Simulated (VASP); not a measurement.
Set up this calculation in VASP 6.6.1, as the native input.

| Item | Value |
| --- | --- |
| Task | single point |
| Functional | LDA |
| Potentials or basis | VASP PAW LDA potentials, release 64 (F) |
| Cutoff | 520 eV |
| k mesh | 14 × 14 × 14 |
| Occupations | tetrahedron |
| Spin | no spin polarisation |
| Dipole correction | no |
| Further INCAR settings | ALGO = Normal; EDIFF = 1e-06; NBANDS = 14 |

The structure of F lies in POSCAR:

```
F
1.0
    0.0000000000      2.0705327855      2.0705327855
    2.0705327855      0.0000000000      2.0705327855
    2.0705327855      2.0705327855      0.0000000000
F
2
Direct
   -0.1250000000     -0.1250000000     -0.1250000000
    0.1250000000      0.1250000000      0.1250000000
```

These files were run (other wordings do the same):

INCAR

```
SYSTEM = F
PREC = Accurate ; ENCUT = 520
EDIFF = 1E-6 ; ISMEAR = -4
SIGMA = 0.1 ; LREAL = .False.
LASPH = .True. ; NELM = 60
ALGO = Normal ; ISIF = 2
LWAVE = .False. ; LCHARG = .False.
GGA = CA ; NBANDS = 14
```

KPOINTS

```
Automatic mesh
0
Gamma
  14 14 14
  0 0 0
```

Potentials or basis: VASP PAW LDA potentials, release 64 (F).

Launch:

```sh
$ cat potpaw_LDA.64/F/POTCAR > POTCAR
$ mpirun -np 1 vasp_std > vasp.out
```

Results of the run:

```json
{
  "Pressure": "51.0 GPa",
  "Band gap on the k mesh": "zero (bands 7 and 8 overlap by 2.24 eV)"
}
```

Caveat: the cell stands under pressure.

Wall time 27 s on 1 thread of Intel Xeon 8259CL (shared host), peak memory 0.13 GiB.
